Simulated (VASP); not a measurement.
Wanted: the native input for a VASP 6.6.1 run.

| Item | Value |
| --- | --- |
| Task | single point |
| Functional | PBE |
| Dispersion | D3(BJ) |
| Potentials or basis | VASP PAW PBE potentials, release 64 (W_sv, Se) |
| Cutoff | 520 eV |
| k mesh | 9 × 9 × 4 |
| Occupations | gaussian, width 0.05 eV |
| Spin | no spin polarisation |
| Dipole correction | no |
| Further INCAR settings | ALGO = Normal; EDIFF = 1e-06; NBANDS = 20 |

The structure of WSe2 lies in POSCAR:

```
WSe2
1.0
    3.2329475091      0.0000000000      0.0000000000
   -1.6164737546      2.7998146720      0.0000000000
    0.0000000000      0.0000000000      7.2065632926
W Se
1 2
Direct
    0.0000000000      0.0000000000      0.0000000000
    0.3333333333      0.6666666667      0.2524432937
    0.3333333333      0.6666666667      0.7475567063
```

This cell differs from its parent crystal: c/a of the conventional cell at fixed volume 2.2291.

One way to write it, as run:

INCAR

```
ALGO     = Normal         # electronic algorithm
EDIFF    = 1E-6           # SCF threshold, eV
ENCUT    = 520            # plane-wave cutoff, eV
GGA      = PE             # functional
ISIF     = 2              # what is computed and relaxed
ISMEAR   = 0              # smearing method
IVDW     = 12             # dispersion correction
LASPH    = T              # aspherical terms in the spheres
LCHARG   = T              # write CHGCAR
LELF     = T              # ELF
LREAL    = F              # projectors in reciprocal space
LVHAR    = T            
LWAVE    = F              # write WAVECAR
NBANDS   = 20             # bands
NELM     = 100            # most SCF steps
PREC     = Accurate       # precision mode
SIGMA    = 0.05           # smearing width, eV
```

KPOINTS

```
k-points
0
Gamma
  9 9 4
```

Potentials or basis: VASP PAW PBE potentials, release 64 (W_sv, Se).

Command:

```bash
$ cat potpaw_PBE.64/W_sv/POTCAR potpaw_PBE.64/Se/POTCAR > POTCAR
$ mpirun -np 1 vasp_std > vasp.out
```

Results of the run:

| Property | Result |
| --- | --- |
| Pressure | -6.3 GPa |
| Largest force | 1.716 eV/Å |
| Band gap on the k mesh | 0.89 eV, indirect (least direct gap 1.70 eV) |
| Dispersion energy per atom | -0.432 eV |

Caveat: spin-orbit coupling is left out, which moves the levels of the heavy elements; forces of over 1 eV/Å act on the atoms, so gaps and moduli don't describe the material at rest.

It took 21 s on 1 thread of Intel(R) Xeon(R) 6975P-C (Granite Rapids) (shared host), peak memory 0.21 GiB.
